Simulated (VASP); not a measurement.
Runs of VASP 6.6.1 on C. The cells are those of the table. 

```csv
cell,gap on the mesh (eV),pressure (GPa),largest force (eV/Å)
"a = 3.577, b = 2.458, c = 9.984 Å, angles 99.4, 82.8, 90.0°, 10 atoms",0.27,-4.9,4.91
"a = 3.577, b = 2.458, c = 11.284 Å, angles 106.9, 71.2, 90.0°, 10 atoms",(c),-4.4,(d)
"a = 3.577, b = 2.458, c = 10.702 Å, angles 107.8, 70.2, 90.0°, 10 atoms",0.30,(b),25.70
"a = 3.577, b = 2.458, c = 9.740 Å, angles 99.7, 82.7, 90.0°, 10 atoms",0.19,(a),5.49
"a = 3.577, b = 2.458, c = 10.925 Å, angles 107.5, 70.6, 90.0°, 10 atoms",0.34,7.5,5.95
```

Alike in all rows: task single point; level PBEsol+D3(BJ); potentials or basis VASP PAW PBE potentials, release 64 (C); no spin polarisation; k mesh 8 × 11 × 3; cutoff (eV) 520; smearing gaussian 0.05 eV.

**Question.** Estimate the missing entries.

**Answer.** (a) -1.1; (b) 28.0; (c) 0.25; (d) 5.45.

Caveats: the PAW data sets were made with another functional, which shifts forces and pressure a little.

A k mesh can miss the band edges.
